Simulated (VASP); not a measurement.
# SnS2 (P-3m1) in VASP: relaxation of cell and atoms with PBEsol

Aim: the relaxation of cell and atoms of SnS2 with PBEsol.

Everything below comes from runs of VASP 6.6.1. Logs are shortened: lines on timing, memory, paths and dates and some standing lists are left out, and cuts for length are marked.

### 1 The cell of the first run

Symmetry: P-3m1, No. 164, trigonal system. The conventional cell has a = 3.651 Å, b = 3.651 Å, c = 6.062 Å, α = 90.00°, β = 90.00°, γ = 120.00°. Within 3.4 Å of Sn (site symmetry -3m) lie 6 S at 2.57 Å. Within 3.4 Å of S (site symmetry 3m) lie 3 Sn at 2.57 Å.

### 2 Relaxation of cell and atoms, PBEsol

INCAR reads:

```
SYSTEM = SnS2
PREC = Accurate
ENCUT = 500
EDIFF = 1E-7
ISMEAR = 0
SIGMA = 0.01
LREAL = .False.
LASPH = .True.
NELM = 120
ALGO = Normal
ISIF = 3
LWAVE = .False.
LCHARG = .False.
GGA = PS
IBRION = 2
NSW = 80
EDIFFG = -0.001
GGA_COMPAT = .False.
NELMIN = 4
```

KPOINTS reads:

```
Automatic mesh
0
Gamma
  12 12 6
  0 0 0
```

POSCAR reads:

```
SnS2
1.0
    3.6510442298      0.0000000000      0.0000000000
   -1.8255221149      3.1618970534      0.0000000000
    0.0000000000      0.0000000000      6.0616123946
Sn S
1 2
Direct
    0.0000000000      0.0000000000      0.0000000000
    0.3333333333      0.6666666667      0.2431585152
    0.6666666667      0.3333333333      0.7568414848
```

Potentials or basis: VASP PAW PBE potentials, release 64 (Sn_d, S).

Started as:

```sh
cat potpaw_PBE.64/Sn_d/POTCAR potpaw_PBE.64/S/POTCAR > POTCAR
mpirun -np 1 vasp_std > vasp.out
```

OUTCAR:

```text
SYSTEM = SnS2
   PREC = Accurate
   ENCUT = 500
   EDIFF = 1E-7
   ISMEAR = 0
   LREAL = .False.
   LASPH = .True.
   NELM = 120
   ISIF = 3
   GGA = PS
   IBRION = 2
   NSW = 80
   EDIFFG = -0.001
   NELMIN = 4

 ion  position               nearest neighbor table
   1  0.000  0.000  0.000-   2 2.57   3 2.57   3 2.57   2 2.57   3 2.57   2 2.57
   2  0.333  0.667  0.243-   1 2.57   1 2.57   1 2.57
   3  0.667  0.333  0.757-   1 2.57   1 2.57   1 2.57

  LATTYP: Found a hexagonal cell.
 ALAT       =     3.6510442298
 C/A-ratio  =     1.6602407457

  Lattice vectors:

 A1 = (   3.6510442298,   0.0000000000,   0.0000000000)
 A2 = (  -1.8255221149,   3.1618970534,   0.0000000000)
 A3 = (   0.0000000000,   0.0000000000,   6.0616123946)

Analysis of symmetry for initial positions (statically):
=====================================================================
 Subroutine PRICEL returns:
 Original cell was already a primitive cell.

 Routine SETGRP: Setting up the symmetry group for a
 hexagonal supercell.

 Subroutine GETGRP returns: Found 12 space group operations
 (whereof 12 operations were pure point group operations)
 out of a pool of 24 trial point group operations.

The static configuration has the point symmetry D_3d.

Analysis of symmetry for dynamics (positions and initial velocities):
=====================================================================
 Subroutine PRICEL returns:
 Original cell was already a primitive cell.

 Routine SETGRP: Setting up the symmetry group for a
 hexagonal supercell.

 Subroutine GETGRP returns: Found 12 space group operations
 (whereof 12 operations were pure point group operations)
 out of a pool of 24 trial point group operations.

The dynamic configuration has the point symmetry D_3d.

 Subroutine INISYM returns: Found 12 space group operations
 (whereof 12 operations are pure point group operations),
 and found     1 'primitive' translations

----------------------------------------------------------------------------------------

                                     Primitive cell

  volume of cell :      69.9766
[... 104 lines left out ...]
   EMIN   =  10.00;   EMAX   =-10.00  energy-range for DOS
   EFERMI =   0.00;   METHOD = LEGACY
   ISMEAR =     0;   SIGMA  =   0.01  broadening in eV -4-tet -1-fermi 0-gaus
   EFERMI_NEDOS =   21; number of points for ismear=-14 and -15
   IALGO  =     38    algorithm
   IMIX   =      4    mixing-type and parameters
     AMIX     =   0.40;   BMIX     =  1.00
     AMIX_MAG =   1.60;   BMIX_MAG =  1.00
  volume/ion in A,a.u.               =      23.33       157.41
  Fermi-wavevector in a.u.,A,eV,Ry     =   1.176924  2.224063 18.846100  1.385149
  Thomas-Fermi vector in A             =   2.313279
   LORBIT       =      0    0 simple, 1 ext, 2 COOP (PROOUT), +10 PAW based schemes
   GGA     = PS    functional components
   LHFCALC =     F    Hartree Fock is set to
   AEXX    =    0.0000 exact exchange contribution
   IVDW    =     0    specifies the selected vdW correction
   LEPSILON=     F    determine dielectric tensor
   LRPA    =     F    only Hartree local field effects (RPA)
 conjugate gradient relaxation of ions
 non-spin polarized calculation
 Gauss-broadening in eV      SIGMA  =   0.01
  energy-cutoff  :      500.00
  volume of cell :       69.98
 maximum number of plane-waves:      1810
 NGX is ok and might be reduce to    28
   NGX = 13   NGY = 13   NGZ = 23

--------------------------------------- Ionic step        1  -------------------------------------------

 number of electron      26.0000010 magnetization

 Free energy of the ion-electron system (eV)
  ---------------------------------------------------
  ext. energy  EPLUGINS =         0.00000000
  ---------------------------------------------------
  free energy    TOTEN  =       -14.27221355 eV

  energy without entropy =      -14.27221355  energy(sigma->0) =      -14.27221355

------------------------ aborting loop because EDIFF is reached ----------------------------------------

  FORCE on cell =-STRESS in cart. coord.  units (eV):
  Direction    XX          YY          ZZ          XY          YZ          ZX
  --------------------------------------------------------------------------------------
  -------------------------------------------------------------------------------------
  Total       -0.0335583     -0.0335583     -0.0177933      0.0000000      0.0000000      0.0000000
  in kB       -0.7683478     -0.7683478     -0.4073933      0.0000000      0.0000000      0.0000000
  external PRESSURE =      -0.6480296 kB  Pullay stress =       0.0000000 kB
[... 92 lines left out ...]
  FREE ENERGIE OF THE ION-ELECTRON SYSTEM (eV)
  ---------------------------------------------------
  free  energy   TOTEN  =       -14.2722260479 eV

  energy  without entropy=      -14.2722260479  energy(sigma->0) =      -14.27222605

[... ionic steps 4 to 27 ...]

--------------------------------------- Ionic step       28  -------------------------------------------

 number of electron      26.0000011 magnetization

------------------------ aborting loop because EDIFF is reached ----------------------------------------
[... 69 lines left out ...]
--------------------------------------- Ionic step       30  -------------------------------------------

 number of electron      26.0000010 magnetization

 Free energy of the ion-electron system (eV)
  ---------------------------------------------------
  ext. energy  EPLUGINS =         0.00000000
  ---------------------------------------------------
  free energy    TOTEN  =       -14.27219504 eV

  energy without entropy =      -14.27219504  energy(sigma->0) =      -14.27219504

 E-fermi :   4.2924     XC(G=0):  -9.6488

 val. band max:        4.2088453414   @ k =   0.1667  -0.0000   0.1667
 cond. band min:       5.6431680006   @ k =   0.5000   0.0000   0.3333
 fundamental gap:      1.4343226593
 Fermi energy:         4.2924389126

 k-point     1 :       0.0000    0.0000    0.0000
  band No.  band energies     occupation
      1     -16.5287      2.00000
      2     -16.5287      2.00000
      3     -16.4853      2.00000
      4     -16.4570      2.00000
      5     -16.4570      2.00000
      6      -9.4616      2.00000
[... 457 lines left out ...]
      4     -16.4652      2.00000
      5     -16.4550      2.00000
      6      -9.1221      2.00000
[... 9 lines left out ...]
     16       9.9344      0.00000
     17      10.2699      0.00000

 [... further k-points ...]
[... 5 lines left out ...]
  --------------------------------------------------------------------------------------
  -------------------------------------------------------------------------------------
  Total       -0.0024303     -0.0024303     -0.0004011      0.0000000      0.0000000     -0.0000000
  in kB       -0.0558034     -0.0558034     -0.0092099      0.0000000      0.0000000     -0.0000000
  external PRESSURE =      -0.0402722 kB  Pullay stress =       0.0000000 kB
[... 18 lines left out ...]
  FREE ENERGIE OF THE ION-ELECTRON SYSTEM (eV)
  ---------------------------------------------------
  free  energy   TOTEN  =       -14.2721950430 eV

  energy  without entropy=      -14.2721950430  energy(sigma->0) =      -14.27219504

 reached required accuracy - stopping structural energy minimisation
```

CONTCAR:

```text
SnS2
   1.00000000000000
     3.6497801546211934    0.0000000000000001   -0.0000000000000001
    -1.8248900773105967    3.1608023321828065    0.0000000000000002
    -0.0000000000000000    0.0000000000000001    6.0485141498319699
  Sn              S
     1     2
Direct
     0.0000000000000000    0.0000000000000000    0.0000000000000000
     0.3333333332999970    0.6666666667000030    0.2437272146291461
     0.6666666667000030    0.3333333332999970    0.7562727853708537

  0.00000000E+00  0.00000000E+00  0.00000000E+00
  0.00000000E+00  0.00000000E+00  0.00000000E+00
  0.00000000E+00  0.00000000E+00  0.00000000E+00
```

Wall time 16 min (1 thread of Intel Xeon 6975P-C, shared host); peak memory 0.27 GiB.

What came out:

```yaml
Free_energy: -14.2722 eV
Relaxed_volume: 23.26 Å³/atom
Relaxed_cell: a = 3.650 Å, b = 3.650 Å, c = 6.049 Å, α = 90.00°, β = 90.00°, γ = 120.00°
Space_group_after_relaxing_to_0.05_Å: P-3m1 (No. 164)
Energy_gained_by_relaxing: 0.0 meV/atom
Ionic_steps: 30
Pressure_after_relaxing: 0.0 GPa
Band_gap_on_the_k_mesh: 1.43 eV, indirect (least direct gap 1.84 eV)
```

Final structure:
```
Sn S
1.0
     3.64978    0.00000    0.00000
    -1.82489    3.16080    0.00000
     0.00000    0.00000    6.04851
Sn S
1 2
Direct
  0.00000 0.00000 0.00000
  0.33333 0.66667 0.24373
  0.66667 0.33333 0.75627
```

Caveat: the PAW data sets were made with another functional, which shifts forces and pressure a little; spin-orbit coupling is left out, which moves the levels of the heavy elements; this functional lacks dispersion, which binds the layers, so the pressure and a relaxed spacing across them are unreliable.
